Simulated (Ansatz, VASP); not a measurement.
## Two plane-wave programs on Ti3Te3Mo2

```
Ti Te Mo
1.0
     4.69232    0.00000    0.00000
     0.00000    4.61202    0.00000
     0.00000    0.00000    6.79510
Ti Te Mo
3 3 2
Direct
  0.50000 0.50000 0.73811
  0.50000 0.50000 0.26189
  0.00000 0.50000 0.00000
  0.00000 0.50000 0.50000
  0.50000 0.00000 0.00000
  0.50000 0.00000 0.50000
  0.00000 0.00000 0.75763
  0.00000 0.00000 0.24237
```

Change from the starting cell: species swapped into the Tb2In3Sn3 type (Pmmm, No. 47).

Alike in both runs: functional PBE; k mesh 4 × 4 × 2; occupations gaussian, width 0.2 eV; no spin polarisation.

Ansatz relaxed the structure, and its values are those at the end. VASP's run is a single point on that final structure, the one shown.

|  | VASP | Ansatz |
| --- | --- | --- |
| version | VASP 6.6.1 | Ansatz 0.2.0 |
| potentials or method | VASP PAW PBE potentials, release 64 (Ti_sv, Te, Mo_sv), cutoff 520 eV | scalar-relativistic, plane waves, PAW |
| valence electrons in the cell | 82 | 112 |

```csv
,VASP,Ansatz,Ansatz less VASP
gap on the k mesh at the Fermi level (eV),none,none,-
pressure (GPa),-0.1,-0.1,0.00
rms of the force components (eV/Å),0.013,0.015,+0.0013
```

A gap of «none» marks a metal or a gap that the smearing closes. VASP's potentials hold 82 valence electrons a cell and Ansatz's 112, so a difference there can come from the potentials and not from the codes.

The k mesh is coarse, so the values compare programs but aren't converged. Neither program's run includes spin-orbit coupling.
